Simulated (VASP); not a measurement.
# Al11Ga5P16 (P1) in VASP: a series of runs

The runs below take Al11Ga5P16 through relaxation of volume and atoms at fixed shape, single point, with PBEsol, HSE06.

Everything below comes from runs of VASP 6.6.1. Logs are shortened: lines on timing, memory, paths and dates and some standing lists are left out, and cuts for length are marked.

## 1. The cell of the first run

The typed cell holds 64 atoms: a = 10.920 Å, b = 10.920 Å, c = 10.920 Å, α = 90.00°, β = 90.00°, γ = 90.00°.

## 2. Relaxation of volume and atoms at fixed shape, PBEsol

Contents of INCAR:

```
  PREC = Accurate
  ENCUT = 600
  EDIFF = 1E-6
  ISMEAR = -1
  SIGMA = 0.05
  LREAL = Auto
  LASPH = T
  NELM = 80
  ALGO = Normal
  ISIF = 8
  LWAVE = F
  LCHARG = F
  GGA = PS
  IBRION = 2
  NSW = 100
  EDIFFG = -0.03
  ISYM = 0
  LUSENCCL = F
```

Contents of KPOINTS:

```
Automatic mesh
0
Gamma
  1 1 1
  0.25 0.25 0.25
```

Contents of POSCAR:

```
Al11Ga5P16
1.0
   10.9204620000      0.0000000000      0.0000000000
    0.0000000000     10.9204620000      0.0000000000
    0.0000000000      0.0000000000     10.9204620000
Ga Al P
10 22 32
Direct
    0.9976490000      0.0021110000      0.0055750000
    0.5033360000      0.4998770000      0.0011280000
    0.2525100000      0.7491450000      0.4993400000
    0.7491320000      0.2494390000      0.0020830000
    0.7510350000      0.9988650000      0.2491700000
    0.7508480000      0.9998550000      0.7494900000
    0.7483190000      0.4974150000      0.2489930000
    0.9958770000      0.7496660000      0.2470480000
    0.5010980000      0.2476330000      0.2501990000
    0.4998610000      0.7488220000      0.7536020000
    0.0009760000      0.0004240000      0.4984280000
    0.9986740000      0.4987000000      0.0005630000
    0.9971090000      0.5028200000      0.4984500000
    0.4991990000      0.0037240000      0.9990880000
    0.4975940000      0.0007980000      0.4988880000
    0.5011040000      0.5018200000      0.5006630000
    0.2498310000      0.2506570000      0.0011110000
    0.2527480000      0.2487920000      0.4970210000
    0.2515660000      0.7489450000      0.9999750000
    0.7493100000      0.2461060000      0.5001990000
    0.7494660000      0.7482440000      0.0015080000
    0.7510810000      0.7478040000      0.4988200000
    0.2513080000      0.9984070000      0.2488600000
    0.2479720000      0.0007450000      0.7494330000
    0.2493740000      0.4996340000      0.2496010000
    0.2499860000      0.4970100000      0.7521040000
    0.7484500000      0.5012140000      0.7517140000
    0.0010730000      0.2485400000      0.2518270000
    0.0001510000      0.2475540000      0.7487700000
    0.9986450000      0.7483110000      0.7496630000
    0.5003200000      0.2497210000      0.7501740000
    0.5000710000      0.7512620000      0.2521070000
    0.1222360000      0.1255580000      0.1228410000
    0.1258030000      0.1225300000      0.6221230000
    0.1204820000      0.6236330000      0.1225500000
    0.1231880000      0.6247320000      0.6232740000
    0.6258860000      0.1240320000      0.1231010000
    0.6249790000      0.1270720000      0.6232580000
    0.6232770000      0.6240780000      0.1228230000
    0.6263670000      0.6241580000      0.6232650000
    0.3737340000      0.3744520000      0.1229960000
    0.3728850000      0.3735020000      0.6227740000
    0.3733820000      0.8770570000      0.1257720000
    0.3761420000      0.8783460000      0.6263530000
    0.8735150000      0.3739960000      0.1250230000
    0.8740240000      0.3760070000      0.6281390000
    0.8759760000      0.8755380000      0.1263570000
    0.8765270000      0.8742770000      0.6252650000
    0.3730980000      0.1237200000      0.3726810000
    0.3720800000      0.1261600000      0.8755010000
    0.3766310000      0.6288780000      0.3755530000
    0.3788500000      0.6264350000      0.8733380000
    0.8718560000      0.1238950000      0.3726940000
    0.8771340000      0.1247320000      0.8713990000
    0.8747970000      0.6223690000      0.3737200000
    0.8764480000      0.6270050000      0.8749130000
    0.1239460000      0.3699830000      0.3765390000
    0.1243360000      0.3730150000      0.8733260000
    0.1234420000      0.8741510000      0.3740400000
    0.1255230000      0.8730180000      0.8750060000
    0.6243740000      0.3742730000      0.3736130000
    0.6264500000      0.3764450000      0.8740480000
    0.6284070000      0.8744660000      0.3741250000
    0.6243970000      0.8733330000      0.8742840000
```

Potentials or basis: VASP PAW PBE potentials, release 64 (Ga_d, Al, P).

The run is started by

```
$ cat potpaw_PBE.64/Ga_d/POTCAR potpaw_PBE.64/Al/POTCAR potpaw_PBE.64/P/POTCAR > POTCAR
$ mpirun -np 1 vasp_std > vasp.out
```

OUTCAR:

```text
PREC = Accurate
   ENCUT = 600
   EDIFF = 1E-6
   ISMEAR = -1
   LREAL = Auto
   LASPH = T
   NELM = 80
   ISIF = 8
   GGA = PS
   IBRION = 2
   NSW = 100
   EDIFFG = -0.03
   ISYM = 0

 ion  position               nearest neighbor table
   1  0.998  0.002  0.006-  33 2.30  47 2.33  54 2.38  60 2.44
   2  0.503  0.500  0.001-  39 2.31  62 2.36  41 2.38  52 2.39
   3  0.253  0.749  0.499-  51 2.32  36 2.38  59 2.39  44 2.40
   4  0.749  0.249  0.002-  37 2.33  45 2.34  62 2.38  54 2.42
   5  0.751  0.999  0.249-  53 2.33  47 2.34  63 2.35  37 2.37
   6  0.751  1.000  0.749-  54 2.35  48 2.37  64 2.38  38 2.39
[... 56 lines left out ...]
  63  0.628  0.874  0.374-   5 2.35  32 2.36  22 2.36  15 2.41
  64  0.624  0.873  0.874-  10 2.33  21 2.38   6 2.38  14 2.40

IMPORTANT INFORMATION: All symmetrisations will be switched off!
NOSYMM: (Re-)initialisation of all symmetry stuff for point group C_1.

----------------------------------------------------------------------------------------

                                     Primitive cell

  volume of cell :    1302.3360

  direct lattice vectors                    reciprocal lattice vectors
    10.920462000  0.000000000  0.000000000     0.091571217  0.000000000  0.000000000
     0.000000000 10.920462000  0.000000000     0.000000000  0.091571217  0.000000000
     0.000000000  0.000000000 10.920462000     0.000000000  0.000000000  0.091571217

  length of vectors
    10.920462000 10.920462000 10.920462000     0.091571217  0.091571217  0.091571217

  position of ions in fractional coordinates (direct lattice)
     0.997649000  0.002111000  0.005575000
     0.503336000  0.499877000  0.001128000
     0.252510000  0.749145000  0.499340000
     0.749132000  0.249439000  0.002083000
     0.751035000  0.998865000  0.249170000
     0.750848000  0.999855000  0.749490000
[... 56 lines left out ...]
     0.628407000  0.874466000  0.374125000
     0.624397000  0.873333000  0.874284000

  ion indices of the primitive-cell ions
   primitive index   ion index
                 1           1
                 2           2
                 3           3
                 4           4
                 5           5
                 6           6
[... 56 lines left out ...]
                63          63
                64          64

----------------------------------------------------------------------------------------

 KPOINTS: Automatic mesh

Automatic generation of k-mesh.
 Grid dimensions read from file:
 generate k-points for:    1    1    1

 Generating k-lattice:

  Cartesian coordinates                     Fractional coordinates (reciprocal lattice)
     0.091571217  0.000000000  0.000000000     1.000000000  0.000000000  0.000000000
     0.000000000  0.091571217  0.000000000     0.000000000  1.000000000  0.000000000
     0.000000000  0.000000000  0.091571217     0.000000000  0.000000000  1.000000000

  Length of vectors
     0.091571217  0.091571217  0.091571217

  Shift w.r.t. Gamma in fractional coordinates (k-lattice)
     0.250000000  0.250000000  0.250000000

 Subroutine IBZKPT returns following result:
 ===========================================

 Found      4 irreducible k-points:

 Following reciprocal coordinates:
            Coordinates               Weight
  0.250000  0.250000  0.250000      2.000000
 -0.250000  0.250000  0.250000      2.000000
 -0.250000 -0.250000  0.250000      2.000000
  0.250000 -0.250000  0.250000      2.000000
   k-points           NKPTS =      4   k-points in BZ     NKDIM =      4   number of bands    NBANDS=    213
   number of dos      NEDOS =    301   number of ions     NIONS =     64
   total plane-waves  NPLWV = 729000
   dimension x,y,z NGX =    90 NGY =   90 NGZ =   90
   dimension x,y,z NGXF=   180 NGYF=  180 NGZF=  180
   ions per type =              10  22  32
   NGX,Y,Z   is equivalent  to a cutoff of  13.70, 13.70, 13.70 a.u.
   NGXF,Y,Z  is equivalent  to a cutoff of  27.40, 27.40, 27.40 a.u.
 SYSTEM =  unknown system
[... 42 lines left out ...]
  ---------------------------------------------------
  ext. energy  EPLUGINS =         0.00000000
  ---------------------------------------------------
  free energy    TOTEN  =      -340.55337425 eV

  energy without entropy =     -340.55337423  energy(sigma->0) =     -340.55337424

------------------------ aborting loop because EDIFF is reached ----------------------------------------

  FORCE on cell =-STRESS in cart. coord.  units (eV):
  Direction    XX          YY          ZZ          XY          YZ          ZX
  --------------------------------------------------------------------------------------
  -------------------------------------------------------------------------------------
  Total        1.4342366      1.2382350      1.3311738      3.0908259      0.6121672     -0.6070069
  in kB        1.7644459      1.5233182      1.6376545      3.8024376      0.7531086     -0.7467602
  external PRESSURE =       1.6418062 kB  Pullay stress =       0.0000000 kB
[... 275 lines left out ...]
  FREE ENERGIE OF THE ION-ELECTRON SYSTEM (eV)
  ---------------------------------------------------
  free  energy   TOTEN  =      -340.9268118587 eV

  energy  without entropy=     -340.9268118438  energy(sigma->0) =     -340.92681185

[... ionic steps 4 to 7 ...]

--------------------------------------- Ionic step        8  -------------------------------------------

 number of electron     355.9999973 magnetization

------------------------ aborting loop because EDIFF is reached ----------------------------------------
[... 191 lines left out ...]
--------------------------------------- Ionic step       10  -------------------------------------------

 number of electron     355.9999972 magnetization

 Free energy of the ion-electron system (eV)
  ---------------------------------------------------
  ext. energy  EPLUGINS =         0.00000000
  ---------------------------------------------------
  free energy    TOTEN  =      -340.96417563 eV

  energy without entropy =     -340.96417562  energy(sigma->0) =     -340.96417562

 E-fermi :   5.3602     XC(G=0):  -9.5592

 val. band max:        4.3535387133   @ k =   0.2500   0.2500   0.2500
 cond. band min:       6.3663857908   @ k =  -0.2500  -0.2500   0.2500
 fundamental gap:      2.0128470774
 Fermi energy:         5.3601940336

 k-point     1 :       0.2500    0.2500    0.2500
  band No.  band energies     occupation
      1      -9.7862      2.00000
      2      -9.7818      2.00000
      3      -9.7726      2.00000
      4      -9.7625      2.00000
      5      -9.7605      2.00000
      6      -9.7599      2.00000
[... 182 lines left out ...]
    189       7.3588      0.00000
    190       7.4384      0.00000

 k-point     2 :      -0.2500    0.2500    0.2500
  band No.  band energies     occupation
      1      -9.7861      2.00000
      2      -9.7819      2.00000
      3      -9.7726      2.00000
      4      -9.7628      2.00000
      5      -9.7611      2.00000
      6      -9.7603      2.00000
[... 182 lines left out ...]
    189       7.4039      0.00000
    190       7.4599      0.00000

 k-point     3 :      -0.2500   -0.2500    0.2500
  band No.  band energies     occupation
      1      -9.7861      2.00000
      2      -9.7818      2.00000
      3      -9.7726      2.00000
      4      -9.7628      2.00000
      5      -9.7613      2.00000
      6      -9.7603      2.00000
[... 182 lines left out ...]
    189       7.3789      0.00000
    190       7.4040      0.00000

 k-point     4 :       0.2500   -0.2500    0.2500
  band No.  band energies     occupation
      1      -9.7862      2.00000
      2      -9.7818      2.00000
      3      -9.7726      2.00000
      4      -9.7626      2.00000
      5      -9.7605      2.00000
      6      -9.7598      2.00000
[... 182 lines left out ...]
    189       7.3802      0.00000
    190       7.4636      0.00000
 [bands above 190 left out]

------------------------ aborting loop because EDIFF is reached ----------------------------------------

  FORCE on cell =-STRESS in cart. coord.  units (eV):
  Direction    XX          YY          ZZ          XY          YZ          ZX
  --------------------------------------------------------------------------------------
  -------------------------------------------------------------------------------------
  Total       -0.0961142     -0.0998515     -0.1179726     -0.0084607      0.0016790      0.0019582
  in kB       -0.1181471     -0.1227411     -0.1450162     -0.0104002      0.0020638      0.0024071
  external PRESSURE =      -0.1286348 kB  Pullay stress =       0.0000000 kB
[... 79 lines left out ...]
  FREE ENERGIE OF THE ION-ELECTRON SYSTEM (eV)
  ---------------------------------------------------
  free  energy   TOTEN  =      -340.9641756302 eV

  energy  without entropy=     -340.9641756153  energy(sigma->0) =     -340.96417562

 reached required accuracy - stopping structural energy minimisation
```

Wall time 12 min (1 × NVIDIA H100 80GB with 1 thread of AMD EPYC 7R13 (Zen 3), shared host); peak memory 2.5 GiB.

Results:

| Item | Value |
| --- | --- |
| Free energy | -340.9642 eV |
| Relaxed volume | 20.37 Å³/atom |
| Relaxed cell | a = 10.923 Å, b = 10.923 Å, c = 10.923 Å, α = 90.00°, β = 90.00°, γ = 90.00° |
| Space group after relaxing (to 0.1 Å) | P1 (No. 1) |
| Energy gained by relaxing | 6.4 meV/atom |
| Ionic steps | 10 |
| Pressure after relaxing | 0.0 GPa |
| Largest force after relaxing | 0.027 eV/Å |
| Band gap on the k mesh | 2.01 eV |

Forces on the atoms (eV/Å):
```
Ga   0.011 -0.015  0.005
Ga   0.000  0.005 -0.001
Ga  -0.013  0.004 -0.002
Ga  -0.012  0.011  0.007
Ga   0.004 -0.002  0.005
Ga  -0.006 -0.004  0.005
Ga   0.012  0.013  0.001
Ga  -0.002  0.017  0.006
Ga  -0.003  0.003  0.004
Ga  -0.002 -0.010 -0.008
Al   0.001  0.007  0.012
Al   0.004  0.004 -0.006
Al   0.001 -0.004 -0.013
Al   0.004 -0.018  0.009
Al   0.003 -0.012 -0.014
Al   0.004 -0.015  0.007
Al  -0.002 -0.013 -0.006
Al  -0.012 -0.001  0.011
Al  -0.001  0.010  0.002
Al   0.001  0.005 -0.010
Al   0.005 -0.002  0.002
Al  -0.021  0.006 -0.005
Al   0.016  0.018  0.005
Al   0.012  0.009 -0.009
Al   0.003 -0.012 -0.002
Al   0.000 -0.004  0.000
Al  -0.002 -0.009 -0.006
Al   0.002 -0.001 -0.010
Al   0.003  0.012  0.018
Al  -0.015 -0.004  0.003
Al  -0.005  0.002  0.003
Al   0.009 -0.007 -0.007
P    0.013 -0.006  0.004
P    0.000  0.008  0.010
P   -0.009  0.011  0.000
P   -0.004  0.000  0.014
P    0.000 -0.007  0.016
P    0.002 -0.002 -0.001
P    0.013 -0.003 -0.011
P   -0.003 -0.005  0.002
P    0.004 -0.018 -0.019
P   -0.003 -0.009  0.001
P   -0.006  0.002  0.006
P   -0.002 -0.008 -0.011
P    0.006  0.009 -0.004
P    0.004 -0.001 -0.006
P    0.000 -0.006  0.003
P   -0.008 -0.003 -0.005
P   -0.009  0.005  0.021
P    0.002 -0.007  0.002
P    0.004 -0.005 -0.001
P   -0.003 -0.002  0.000
P    0.011 -0.006 -0.008
P    0.002  0.012  0.005
P    0.005  0.013  0.011
P   -0.008 -0.011 -0.005
P   -0.003 -0.010 -0.004
P    0.002  0.005  0.005
P   -0.004  0.021  0.000
P   -0.007  0.015 -0.011
P    0.010  0.013 -0.003
P    0.001  0.008 -0.008
P   -0.006  0.006 -0.008
P    0.001 -0.012 -0.002
```

The path:
```
step  energy change (eV)  largest force (eV/Å)  pressure (GPa)  volume (Å³)
   1              0.0000                0.9006            0.16      1302.34
   2             -0.3701                0.2302           -0.19      1306.27
   3             -0.3734                0.1601           -0.22      1306.69
   4             -0.3948                0.0864            0.13      1301.38
   5             -0.3957                0.0769            0.23      1299.97
   6             -0.4047                0.0712           -0.01      1303.52
   7             -0.4050                0.0781           -0.07      1304.38
   8             -0.4086                0.0366           -0.01      1303.61
   9             -0.4092                0.0427            0.01      1303.21
  10             -0.4108                0.0268           -0.01      1303.39
```

Final structure:
```cif
data_structure
_symmetry_space_group_name_H-M 'P 1'
_symmetry_Int_Tables_number 1
_cell_length_a 10.9234
_cell_length_b 10.9234
_cell_length_c 10.9234
_cell_angle_alpha 90.000
_cell_angle_beta 90.000
_cell_angle_gamma 90.000
_cell_volume 1303.39
loop_
_atom_site_label
_atom_site_type_symbol
_atom_site_fract_x
_atom_site_fract_y
_atom_site_fract_z
_atom_site_occupancy
Ga1 Ga 0.99891 0.99983 0.99986 1
Ga2 Ga 0.50029 0.49931 0.00012 1
Ga3 Ga 0.25022 0.74999 0.50020 1
Ga4 Ga 0.75015 0.24898 0.99956 1
Ga5 Ga 0.74970 0.00004 0.24915 1
Ga6 Ga 0.74996 0.99938 0.74964 1
Ga7 Ga 0.74877 0.49856 0.24908 1
Ga8 Ga 0.99943 0.74891 0.24921 1
Ga9 Ga 0.50052 0.24960 0.24877 1
Ga10 Ga 0.50004 0.74996 0.74990 1
Al1 Al 0.99951 0.99873 0.49870 1
Al2 Al 0.99894 0.49908 0.99981 1
Al3 Al 0.99975 0.49992 0.49949 1
Al4 Al 0.49953 0.00046 0.99882 1
Al5 Al 0.50009 0.99968 0.49965 1
Al6 Al 0.49968 0.50052 0.49939 1
Al7 Al 0.24966 0.25020 0.00028 1
Al8 Al 0.25074 0.24939 0.49894 1
Al9 Al 0.25014 0.74911 0.99982 1
Al10 Al 0.74952 0.24950 0.49982 1
Al11 Al 0.74956 0.74979 0.99993 1
Al12 Al 0.75055 0.74959 0.49947 1
Al13 Al 0.24909 0.99876 0.24903 1
Al14 Al 0.24922 0.99939 0.75014 1
Al15 Al 0.24976 0.50032 0.25028 1
Al16 Al 0.25012 0.49975 0.74955 1
Al17 Al 0.74954 0.50020 0.75052 1
Al18 Al 0.99915 0.24952 0.25003 1
Al19 Al 0.99991 0.24889 0.74881 1
Al20 Al 0.00039 0.75007 0.74993 1
Al21 Al 0.50008 0.25001 0.75002 1
Al22 Al 0.49989 0.75017 0.25004 1
P1 P 0.12390 0.12465 0.12452 1
P2 P 0.12505 0.12386 0.62343 1
P3 P 0.12448 0.62412 0.12444 1
P4 P 0.12518 0.62515 0.62438 1
P5 P 0.62521 0.12474 0.12409 1
P6 P 0.62493 0.12451 0.62531 1
P7 P 0.62444 0.62441 0.12507 1
P8 P 0.62484 0.62514 0.62481 1
P9 P 0.37513 0.37524 0.12526 1
P10 P 0.37525 0.37479 0.62435 1
P11 P 0.37526 0.87465 0.12412 1
P12 P 0.37485 0.87460 0.62513 1
P13 P 0.87398 0.37401 0.12469 1
P14 P 0.87438 0.37498 0.62489 1
P15 P 0.87480 0.87501 0.12506 1
P16 P 0.87507 0.87470 0.62497 1
P17 P 0.37527 0.12424 0.37336 1
P18 P 0.37424 0.12543 0.87450 1
P19 P 0.37456 0.62564 0.37507 1
P20 P 0.37573 0.62436 0.87472 1
P21 P 0.87412 0.12434 0.37461 1
P22 P 0.87457 0.12408 0.87445 1
P23 P 0.87429 0.62377 0.37349 1
P24 P 0.87504 0.62520 0.87498 1
P25 P 0.12487 0.37458 0.37478 1
P26 P 0.12447 0.37450 0.87448 1
P27 P 0.12470 0.87309 0.37446 1
P28 P 0.12464 0.87469 0.87575 1
P29 P 0.62424 0.37436 0.37453 1
P30 P 0.62510 0.37442 0.87563 1
P31 P 0.62560 0.87495 0.37459 1
P32 P 0.62486 0.87509 0.87441 1
```

Levels at points of the mesh, in eV from the valence-band top:
| k point | band 174 | band 175 | band 176 | band 177 | band 178 | band 179 | band 180 | band 181 | band 182 | band 183 |
| --- | --- | --- | --- | --- | --- | --- | --- | --- | --- | --- |
| (0.25, 0.25, 0.25) | -0.37 | -0.36 | -0.34 | 0.00 | 0.00 | 2.02 | 2.04 | 2.06 | 2.51 | 2.62 |

Caveat: the PAW data sets were made with another functional, which shifts forces and pressure a little; a shifted mesh leaves out Γ, where band edges can lie. A k mesh can miss the band edges.

(Part 1 of 2 ends here.)
